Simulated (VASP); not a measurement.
# TaN: single point with r2SCAN

The system is TaN.

```
CELL_PARAMETERS angstrom
2.99676 0.00000 0.00000
-1.49838 2.49349 0.00000
0.00000 0.00000 2.88300
ATOMIC_POSITIONS crystal
Ta 0.33333 0.66667 0.50000
N 0.00000 0.00000 0.00000
```

This cell differs from its parent crystal: strain +0.0200 x Voigt [1, -1, 0, 0, 0, 0].

| Quantity | Value |
| --- | --- |
| Program | VASP 6.6.1 |
| Task | single point |
| Functional | r2SCAN |
| Potentials or basis | VASP PAW PBE potentials, release 64 (Ta_pv, N) |
| Cutoff | 520 eV |
| k mesh | 18 × 18 × 16 |
| Occupations | gaussian, width 0.15 eV |
| Spin | no spin polarisation |

* Pressure: 1.8 GPa
* Largest force: 0.070 eV/Å
* Band gap on the k mesh: zero (bands 8 and 9 overlap by 0.11 eV)

Forces in eV/Å, atoms in the order of the input:
```
Ta   0.000  0.070  0.000
N    0.000 -0.070  0.000
```

Stress tensor (GPa, compression positive):
```
-7.76  0.00  0.00
 0.00 11.03  0.00
 0.00  0.00  2.22
```

Levels at points of the mesh, in eV from the Fermi level:
```csv
k point,band 6,band 7,band 8,band 9,band 10,band 11
"(0.00, 0.00, 0.00)",-4.63,-4.27,-3.12,2.52,3.52,4.08
"(0.50, 0.00, 0.00)",-5.42,-3.62,-3.27,3.37,4.16,5.49
"(0.00, 0.50, 0.00)",-5.43,-3.57,-3.49,3.03,4.11,5.51
"(0.00, 0.00, 0.50)",-4.01,-3.86,-0.48,0.40,2.41,3.44
"(0.50, 0.00, 0.50)",-6.42,-5.75,-0.62,4.53,5.34,6.18
"(0.00, 0.50, 0.50)",-6.45,-6.20,-0.21,4.42,5.66,6.24
```

Run time: 15 min on 1 thread of Intel Xeon 8259CL, with other jobs on the host, peak memory 0.38 GiB.

Caveat: the cell differs from its parent crystal (strain +0.0200 x Voigt [1, -1, 0, 0, 0, 0]); the stress differs along the axes, from -8 to 11 GPa; the PAW data sets were made with another functional, which shifts forces and pressure a little; spin-orbit coupling is left out, which moves the levels of the heavy elements.
